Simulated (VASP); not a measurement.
Wanted: the native input for a VASP 6.6.1 run.

```yaml
Task: single point
Functional: PBEsol
Potentials_or_basis: VASP PAW PBE potentials, release 64 (Ba_sv, F)
Cutoff: 600 eV
k_mesh: 6 × 6 × 6
Occupations: gaussian, width 0.01 eV
Spin: no spin polarisation
Dipole_correction: no
Further_INCAR_settings: ALGO = Normal; EDIFF = 1e-06; NBANDS = 19
```

The structure of BaF2 lies in POSCAR:

```
BaF2
1.0
    0.0000000000      3.0971612425      3.0971612425
    3.0971612425      0.0000000000      3.0971612425
    3.0971612425      3.0971612425      0.0000000000
Ba F
1 2
Direct
    0.0000000000      0.0000000000      0.0000000000
    0.2500000000      0.2500000000      0.2500000000
    0.7500000000      0.7500000000      0.7500000000
```

These files were run (other wordings do the same):

INCAR

```
  ALGO = Normal
  EDIFF = 1E-6
  ENCUT = 600
  GGA = PS
  GGA_COMPAT = F
  ISIF = 2
  ISMEAR = 0
  LASPH = T
  LCHARG = T
  LELF = T
  LREAL = F
  LVHAR = T
  LWAVE = F
  NBANDS = 19
  NELM = 120
  PREC = Accurate
  SIGMA = 0.01
```

KPOINTS

```
k-points
0
Gamma
  6 6 6
```

Potentials or basis: VASP PAW PBE potentials, release 64 (Ba_sv, F).

The run is started by

```sh
$ cat potpaw_PBE.64/Ba_sv/POTCAR potpaw_PBE.64/F/POTCAR > POTCAR
$ mpirun -np 1 vasp_std > vasp.out
```

It gave:

```yaml
Pressure: -0.5 GPa
Band_gap_on_the_k_mesh: 6.65 eV (least direct gap 6.72 eV)
```

Caveat: the PAW data sets were made with another functional, which shifts forces and pressure a little; spin-orbit coupling is left out, which moves the levels of the heavy elements.

Wall time 42 s on 1 thread of Intel Xeon 8259CL, with other jobs on the host, peak memory 0.21 GiB.
